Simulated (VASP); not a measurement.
Input of a VASP 6.6.1 run:

File INCAR:

```
PREC = Accurate
ENCUT = 520
EDIFF = 1E-7
ISMEAR = 0
SIGMA = 0.15
LREAL = False
LASPH = True
NELM = 150
ALGO = Normal
ISIF = 2
LWAVE = False
LCHARG = False
ISPIN = 2
MAGMOM = 2.64 0.33
LORBIT = 11
LMAXMIX = 4
GGA = PS
NBANDS = 18
```

Contents of KPOINTS:

```
regular mesh
0
Gamma
  18 18 18
```

POSCAR

```
CoO
1.0
    1.5054695445      0.8691832468      2.5375239824
   -1.5054695445      0.8691832468      2.5375239824
    0.0000000000     -1.7383664936      2.5375239824
Co O
1 1
Direct
    0.0000000000      0.0000000000      0.0000000000
    0.5000000000      0.5000000000      0.5000000000
```

Potentials or basis: VASP PAW PBE potentials, release 64 (Co, O).

Launch:

```console
$ cat potpaw_PBE.64/Co/POTCAR potpaw_PBE.64/O/POTCAR > POTCAR
$ mpirun -np 1 vasp_std > vasp.out
```

Question: Predict the band gap on the k mesh.

Answer: Zero (filled and empty bands overlap).

Question: What does it give for the net moment?

Answer: 2.97 μB per cell.

Question: Estimate the pressure.

Answer: -15.4 GPa.

Question: Estimate the site moments.

Answer: Co +2.59; O +0.32 μB.

Stress tensor (GPa, compression positive):
```
-15.48   0.00   0.00
  0.00 -15.48   0.00
  0.00   0.00 -15.17
```

Caveat: the cell differs from its parent crystal (strain +0.000 along x and y, +0.040 along z); the cell stands under tension; the PAW data sets were made with another functional, which shifts forces and pressure a little; a cell with one magnetic atom can't hold antiferromagnetic order, which such compounds often take; semilocal functionals often make such compounds metallic where correlation or magnetic order opens a gap, which also shifts bond lengths.
